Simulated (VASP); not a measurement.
# NbCd3 (Pm-3m) in VASP: notebook, part 2 of 3

VASP 6.6.1. Earlier steps stand in the parts before.

## (3) Electric field gradients, LDA (18.35 Å³/atom)

This run uses another cell than the first one, of 18.35 Å³/atom.

INCAR reads:

```
PREC = Accurate ; ENCUT = 520
EDIFF = 1E-8 ; ISMEAR = -1
SIGMA = 0.08 ; LREAL = False
LASPH = True ; NELM = 60
ALGO = Normal ; ISIF = 2
LWAVE = False ; LCHARG = False
GGA = CA ; LEFG = True
NBANDS = 32
```

KPOINTS reads:

```
regular mesh
0
Gamma
  9 9 9
```

POSCAR reads:

```
NbCd3
1.0
    4.1867105570      0.0000000000      0.0000000000
    0.0000000000      4.1867105570      0.0000000000
    0.0000000000      0.0000000000      4.1867105570
Nb Cd
1 3
Direct
    0.0000000000      0.0000000000      0.0000000000
    0.0000000000      0.5000000000      0.5000000000
    0.5000000000      0.0000000000      0.5000000000
    0.5000000000      0.5000000000      0.0000000000
```

Potentials or basis: VASP PAW LDA potentials, release 64 (Nb_sv, Cd).

On the command line:

```console
> cat potpaw_LDA.64/Nb_sv/POTCAR potpaw_LDA.64/Cd/POTCAR > POTCAR
> mpirun -np 1 vasp_std > vasp.out
```

OUTCAR:

```text
PREC = Accurate
   ENCUT = 520
   EDIFF = 1E-8
   ISMEAR = -1
   LREAL = False
   LASPH = True
   NELM = 60
   ISIF = 2
   GGA = CA

 ion  position               nearest neighbor table
   1  0.000  0.000  0.000-   2 2.96   3 2.96   4 2.96   2 2.96   3 2.96   2 2.96   4 2.96   2 2.96
                             3 2.96   4 2.96   3 2.96   4 2.96
   2  0.000  0.500  0.500-   1 2.96   3 2.96   4 2.96   1 2.96   4 2.96   1 2.96   3 2.96   1 2.96
                             3 2.96   4 2.96   4 2.96   3 2.96
   3  0.500  0.000  0.500-   1 2.96   2 2.96   4 2.96   1 2.96   4 2.96   2 2.96   4 2.96   4 2.96
                             1 2.96   2 2.96   1 2.96   2 2.96
   4  0.500  0.500  0.000-   1 2.96   2 2.96   3 2.96   2 2.96   3 2.96   1 2.96   3 2.96   3 2.96
                             1 2.96   2 2.96   2 2.96   1 2.96

  LATTYP: Found a simple cubic cell.
 ALAT       =     4.1867105570

  Lattice vectors:

 A1 = (   4.1867105570,   0.0000000000,   0.0000000000)
 A2 = (   0.0000000000,   4.1867105570,   0.0000000000)
 A3 = (   0.0000000000,   0.0000000000,   4.1867105570)

Analysis of symmetry for initial positions (statically):
=====================================================================
 Subroutine PRICEL returns:
[... 1047 lines left out ...]
      2.09336      0.00000      2.09336         0.000000      0.000000      0.000000
      2.09336      2.09336      0.00000         0.000000      0.000000      0.000000
 -----------------------------------------------------------------------------------
    total drift:                                0.000000     -0.000000     -0.000000

  FREE ENERGIE OF THE ION-ELECTRON SYSTEM (eV)
  ---------------------------------------------------
  free  energy   TOTEN  =       -15.5061391789 eV

  energy  without entropy=      -15.4744968720  energy(sigma->0) =      -15.49031803

 Electric field gradients (V/A^2)
---------------------------------------------------------------------
 ion       V_xx      V_yy      V_zz      V_xy      V_xz      V_yz
---------------------------------------------------------------------
   1       0.000    -0.000    -0.000    -0.000    -0.000     0.000
   2     115.225   -57.612   -57.612     0.000     0.000    -0.000
   3     -57.612   115.225   -57.612     0.000     0.000     0.000
   4     -57.612   -57.612   115.225    -0.000     0.000     0.000
---------------------------------------------------------------------

 Electric field gradients after diagonalization (V/A^2)
 (convention: |V_zz| > |V_xx| > |V_yy|)
----------------------------------------------------------------------
 ion       V_xx      V_yy      V_zz     asymmetry (V_yy - V_xx)/ V_zz
----------------------------------------------------------------------
   1      -0.000     0.000    -0.000      -0.722
   2     -57.612   -57.612   115.225       0.000
   3     -57.612   -57.612   115.225       0.000
   4     -57.612   -57.612   115.225       0.000
----------------------------------------------------------------------

           NMR quadrupolar parameters

 Cq : quadrupolar parameter    Cq=e*Q*V_zz/h
 eta: asymmetry parameters     (V_yy - V_xx)/ V_zz
 Q  : nuclear electric quadrupole moment in mb (millibarn)
----------------------------------------------------------------------
 ion       Cq(MHz)       eta       Q (mb)
----------------------------------------------------------------------
   1      -0.000      -0.722       1.000
   2       0.279       0.000       1.000
   3       0.279       0.000       1.000
   4       0.279       0.000       1.000
----------------------------------------------------------------------
```

OSZICAR:

```text
N       E                     dE             d eps       ncg     rms          rms(c)
DAV:   1     0.487173386102E+03    0.48717E+03   -0.25939E+04  2240   0.159E+03
DAV:   2     0.407841268508E+01   -0.48309E+03   -0.46653E+03  2488   0.511E+02
DAV:   3    -0.154515407410E+02   -0.19530E+02   -0.18950E+02  3176   0.102E+02
DAV:   4    -0.163737022413E+02   -0.92216E+00   -0.91825E+00  3344   0.177E+01
DAV:   5    -0.163887727483E+02   -0.15071E-01   -0.15065E-01  3072   0.201E+00    0.105E+01
DAV:   6    -0.156284384990E+02    0.76033E+00   -0.17717E+00  3088   0.121E+01    0.658E+00
DAV:   7    -0.155268994469E+02    0.10154E+00   -0.24042E-01  2856   0.356E+00    0.386E+00
DAV:   8    -0.155090091700E+02    0.17890E-01   -0.75790E-02  3064   0.239E+00    0.602E-01
DAV:   9    -0.155062056829E+02    0.28035E-02   -0.78404E-03  3072   0.707E-01    0.197E-01
DAV:  10    -0.155061390932E+02    0.66590E-04   -0.71685E-04  2664   0.195E-01    0.319E-02
DAV:  11    -0.155061389249E+02    0.16835E-06   -0.41743E-05  2864   0.544E-02    0.987E-03
DAV:  12    -0.155061391258E+02   -0.20097E-06   -0.40817E-06  3144   0.190E-02    0.574E-03
DAV:  13    -0.155061391809E+02   -0.55075E-07   -0.20450E-07  3320   0.314E-03    0.145E-03
DAV:  14    -0.155061391789E+02    0.19836E-08   -0.17120E-08  1864   0.118E-03
   1 F= -.15506139E+02 E0= -.15490318E+02  d E =-.316423E-01
```

It took 51 s on 1 thread of Intel Xeon Platinum 8259CL at 2.50GHz (Skylake/Cascade Lake), shared host; peak memory 0.2 GiB.

Results:

```yaml
Free_energy: -15.5061 eV
Pressure: 0.7 GPa
Band_gap_on_the_k_mesh: zero (an odd number of electrons rules out a gap without spin polarisation)
Largest_electric_field_gradient_by_atom: Nb -0.0; Cd +115.2 V/Å²
```

Electric field gradients, principal values (V/Å²):
```csv
atom,least,middle,greatest (by size)
1 Nb,0.000,0.000,0.000
2 Cd,-57.612,-57.612,115.225
3 Cd,-57.612,-57.612,115.225
4 Cd,-57.612,-57.612,115.225
```

Caveat: without QUAD_EFG the Cq values of the log hold for a quadrupole moment of 1 mb, not for the nuclei.

## (4) Electric field gradients, LDA (18.35 Å³/atom)

This run uses another cell than the first one, of 18.35 Å³/atom.

INCAR reads:

```
SYSTEM = NbCd3
PREC = Accurate
ENCUT = 520
EDIFF = 1E-8
ISMEAR = -1
SIGMA = 0.08
LREAL = .FALSE.
LASPH = .TRUE.
NELM = 100
ALGO = Normal
ISIF = 2
LWAVE = .FALSE.
LCHARG = .FALSE.
GGA = CA
LEFG = .TRUE.
NBANDS = 32
```

KPOINTS reads:

```
Automatic mesh
0
G
  9 9 9
  0 0 0
```

POSCAR is that of step 3.

Potentials or basis: VASP PAW LDA potentials, release 64 (Nb_sv, Cd).

On the command line:

```console
> cat potpaw_LDA.64/Nb_sv/POTCAR potpaw_LDA.64/Cd/POTCAR > POTCAR
> mpirun -np 1 vasp_std > vasp.out
```

OUTCAR:

```text
SYSTEM = NbCd3
   PREC = Accurate
   ENCUT = 520
   EDIFF = 1E-8
   ISMEAR = -1
   LREAL = .FALSE.
   LASPH = .TRUE.
   NELM = 100
   ISIF = 2
   GGA = CA

 ion  position               nearest neighbor table
   1  0.000  0.000  0.000-   2 2.96   3 2.96   4 2.96   2 2.96   3 2.96   2 2.96   4 2.96   2 2.96
                             3 2.96   4 2.96   3 2.96   4 2.96
   2  0.000  0.500  0.500-   1 2.96   3 2.96   4 2.96   1 2.96   4 2.96   1 2.96   3 2.96   1 2.96
                             3 2.96   4 2.96   4 2.96   3 2.96
   3  0.500  0.000  0.500-   1 2.96   2 2.96   4 2.96   1 2.96   4 2.96   2 2.96   4 2.96   4 2.96
                             1 2.96   2 2.96   1 2.96   2 2.96
   4  0.500  0.500  0.000-   1 2.96   2 2.96   3 2.96   2 2.96   3 2.96   1 2.96   3 2.96   3 2.96
                             1 2.96   2 2.96   2 2.96   1 2.96

  LATTYP: Found a simple cubic cell.
 ALAT       =     4.1867105570

  Lattice vectors:

 A1 = (   4.1867105570,   0.0000000000,   0.0000000000)
 A2 = (   0.0000000000,   4.1867105570,   0.0000000000)
 A3 = (   0.0000000000,   0.0000000000,   4.1867105570)

Analysis of symmetry for initial positions (statically):
=====================================================================
 Subroutine PRICEL returns:
 Original cell was already a primitive cell.

 Routine SETGRP: Setting up the symmetry group for a
 simple cubic supercell.

 Subroutine GETGRP returns: Found 48 space group operations
 (whereof 48 operations were pure point group operations)
 out of a pool of 48 trial point group operations.

The static configuration has the point symmetry O_h .

Analysis of symmetry for dynamics (positions and initial velocities):
[... 1014 lines left out ...]
  FORCE on cell =-STRESS in cart. coord.  units (eV):
  Direction    XX          YY          ZZ          XY          YZ          ZX
  --------------------------------------------------------------------------------------
  -------------------------------------------------------------------------------------
  Total        0.3407355      0.3407355      0.3407355      0.0000000      0.0000000      0.0000000
  in kB        7.4389079      7.4389079      7.4389079      0.0000000      0.0000000      0.0000000
  external PRESSURE =       7.4389079 kB  Pullay stress =       0.0000000 kB

 VOLUME and BASIS-vectors are now :
 -----------------------------------------------------------------------------
  energy-cutoff  :      520.00
  volume of cell :       73.39
      direct lattice vectors                 reciprocal lattice vectors
     4.186710557  0.000000000  0.000000000     0.238850999  0.000000000  0.000000000
     0.000000000  4.186710557  0.000000000     0.000000000  0.238850999  0.000000000
     0.000000000  0.000000000  4.186710557     0.000000000  0.000000000  0.238850999

 POSITION                                       TOTAL-FORCE (eV/Angst)
 -----------------------------------------------------------------------------------
      0.00000      0.00000      0.00000         0.000000      0.000000      0.000000
      0.00000      2.09336      2.09336         0.000000      0.000000      0.000000
      2.09336      0.00000      2.09336         0.000000      0.000000      0.000000
      2.09336      2.09336      0.00000         0.000000      0.000000      0.000000
 -----------------------------------------------------------------------------------
    total drift:                                0.000000     -0.000000     -0.000000

  FREE ENERGIE OF THE ION-ELECTRON SYSTEM (eV)
  ---------------------------------------------------
  free  energy   TOTEN  =       -15.5061391789 eV

  energy  without entropy=      -15.4744968720  energy(sigma->0) =      -15.49031803

 Electric field gradients (V/A^2)
---------------------------------------------------------------------
 ion       V_xx      V_yy      V_zz      V_xy      V_xz      V_yz
---------------------------------------------------------------------
   1       0.000    -0.000    -0.000    -0.000    -0.000     0.000
   2     115.225   -57.612   -57.612     0.000     0.000    -0.000
   3     -57.612   115.225   -57.612     0.000     0.000     0.000
   4     -57.612   -57.612   115.225    -0.000     0.000     0.000
---------------------------------------------------------------------

 Electric field gradients after diagonalization (V/A^2)
 (convention: |V_zz| > |V_xx| > |V_yy|)
----------------------------------------------------------------------
 ion       V_xx      V_yy      V_zz     asymmetry (V_yy - V_xx)/ V_zz
----------------------------------------------------------------------
   1      -0.000     0.000    -0.000      -0.722
   2     -57.612   -57.612   115.225       0.000
   3     -57.612   -57.612   115.225       0.000
   4     -57.612   -57.612   115.225       0.000
----------------------------------------------------------------------

           NMR quadrupolar parameters

 Cq : quadrupolar parameter    Cq=e*Q*V_zz/h
 eta: asymmetry parameters     (V_yy - V_xx)/ V_zz
 Q  : nuclear electric quadrupole moment in mb (millibarn)
----------------------------------------------------------------------
 ion       Cq(MHz)       eta       Q (mb)
----------------------------------------------------------------------
   1      -0.000      -0.722       1.000
   2       0.279       0.000       1.000
   3       0.279       0.000       1.000
   4       0.279       0.000       1.000
----------------------------------------------------------------------
```

Wall time 50 s (1 thread of Intel Xeon Platinum 8259CL at 2.50GHz (Skylake/Cascade Lake), shared host); peak memory 0.2 GiB.

Results:

| Quantity | Value |
| --- | --- |
| Free energy | -15.5061 eV |
| Pressure | 0.7 GPa |
| Band gap on the k mesh | zero (an odd number of electrons rules out a gap without spin polarisation) |
| Largest electric field gradient by atom | Nb -0.0; Cd +115.2 V/Å² |

Levels at points of the mesh, in eV from the Fermi level:
```tsv
k point	band 22	band 23	band 24	band 25	band 26	band 27
(0.00, 0.00, 0.00)	-0.93	0.19	0.19	0.19	1.34	1.34
```

Electric field gradients, principal values (V/Å²):
```
atom    least   middle  greatest (by size)
1 Nb    0.000    0.000               0.000
2 Cd  -57.612  -57.612             115.225
3 Cd  -57.612  -57.612             115.225
4 Cd  -57.612  -57.612             115.225
```

Caveat: without QUAD_EFG the Cq values of the log hold for a quadrupole moment of 1 mb, not for the nuclei.

## (5) Electric field gradients, LDA (18.91 Å³/atom)

This run uses another cell than the first one, of 18.91 Å³/atom.

INCAR reads:

```
SYSTEM = NbCd3
PREC     = Accurate       ! precision mode
ENCUT    = 520            ! plane-wave cutoff, eV
EDIFF    = 1E-8           ! SCF threshold, eV
ISMEAR   = -1             ! smearing method
SIGMA    = 0.08           ! smearing width, eV
LREAL    = .FALSE.        ! projectors in reciprocal space
LASPH    = .TRUE.         ! aspherical terms in the spheres
NELM     = 100            ! most SCF steps
ALGO     = Normal         ! electronic algorithm
ISIF     = 2              ! what is computed and relaxed
LWAVE    = .FALSE.        ! write WAVECAR
LCHARG   = .FALSE.        ! write CHGCAR
LEFG     = .TRUE.       
NBANDS   = 32             ! bands
```

KPOINTS is that of step 4.

POSCAR reads:

```
NbCd3
1.0
    4.2290034251      0.0000000000      0.0000000000
    0.0000000000      4.2290034251      0.0000000000
    0.0000000000      0.0000000000      4.2290034251
Nb Cd
1 3
Direct
    0.0000000000      0.0000000000      0.0000000000
    0.0000000000      0.5000000000      0.5000000000
    0.5000000000      0.0000000000      0.5000000000
    0.5000000000      0.5000000000      0.0000000000
```

Potentials or basis: VASP PAW LDA potentials, release 64 (Nb_sv, Cd).

On the command line:

```console
> cat potpaw_LDA.64/Nb_sv/POTCAR potpaw_LDA.64/Cd/POTCAR > POTCAR
> mpirun -np 1 vasp_std > vasp.out
```

OUTCAR:

```text
SYSTEM = NbCd3
   PREC = Accurate
   ENCUT = 520
   EDIFF = 1E-8
   ISMEAR = -1
   LREAL = .FALSE.
   LASPH = .TRUE.
   NELM = 100
   ISIF = 2

 ion  position               nearest neighbor table
   1  0.000  0.000  0.000-   2 2.99   3 2.99   4 2.99   2 2.99   3 2.99   2 2.99   4 2.99   2 2.99
                             3 2.99   4 2.99   3 2.99   4 2.99
   2  0.000  0.500  0.500-   1 2.99   3 2.99   4 2.99   1 2.99   4 2.99   1 2.99   3 2.99   1 2.99
                             3 2.99   4 2.99   4 2.99   3 2.99
   3  0.500  0.000  0.500-   1 2.99   2 2.99   4 2.99   1 2.99   4 2.99   2 2.99   4 2.99   4 2.99
                             1 2.99   2 2.99   1 2.99   2 2.99
   4  0.500  0.500  0.000-   1 2.99   2 2.99   3 2.99   2 2.99   3 2.99   1 2.99   3 2.99   3 2.99
                             1 2.99   2 2.99   2 2.99   1 2.99

  LATTYP: Found a simple cubic cell.
[... 1073 lines left out ...]
   1       0.000     0.000    -0.000    -0.000     0.000    -0.000
   2     111.562   -55.781   -55.781    -0.000    -0.000    -0.000
   3     -55.781   111.562   -55.781    -0.000     0.000    -0.000
   4     -55.781   -55.781   111.562    -0.000    -0.000    -0.000
---------------------------------------------------------------------

 Electric field gradients after diagonalization (V/A^2)
 (convention: |V_zz| > |V_xx| > |V_yy|)
----------------------------------------------------------------------
 ion       V_xx      V_yy      V_zz     asymmetry (V_yy - V_xx)/ V_zz
----------------------------------------------------------------------
   1      -0.000     0.000     0.000       1.874
   2     -55.781   -55.781   111.562       0.000
   3     -55.781   -55.781   111.562       0.000
   4     -55.781   -55.781   111.562       0.000
----------------------------------------------------------------------

           NMR quadrupolar parameters

 Cq : quadrupolar parameter    Cq=e*Q*V_zz/h
 eta: asymmetry parameters     (V_yy - V_xx)/ V_zz
 Q  : nuclear electric quadrupole moment in mb (millibarn)
----------------------------------------------------------------------
 ion       Cq(MHz)       eta       Q (mb)
----------------------------------------------------------------------
   1       0.000       1.874       1.000
   2       0.270       0.000       1.000
   3       0.270       0.000       1.000
   4       0.270       0.000       1.000
----------------------------------------------------------------------
```

It took 51 s on 1 thread of Intel Xeon Platinum 8259CL at 2.50GHz (Skylake/Cascade Lake), shared host; peak memory 0.2 GiB.

Results:

| Quantity | Value |
| --- | --- |
| Free energy | -15.4914 eV |
| Pressure | -2.8 GPa |
| Band gap on the k mesh | zero (an odd number of electrons rules out a gap without spin polarisation) |
| Largest electric field gradient by atom | Nb -0.0; Cd +111.6 V/Å² |

Electric field gradients, principal values (V/Å²):
| atom | least | middle | greatest (by size) |
| --- | --- | --- | --- |
| 1 Nb | 0.000 | 0.000 | 0.000 |
| 2 Cd | -55.781 | -55.781 | 111.562 |
| 3 Cd | -55.781 | -55.781 | 111.562 |
| 4 Cd | -55.781 | -55.781 | 111.562 |

Caveat: without QUAD_EFG the Cq values of the log hold for a quadrupole moment of 1 mb, not for the nuclei.

[end of part 2 of 3]
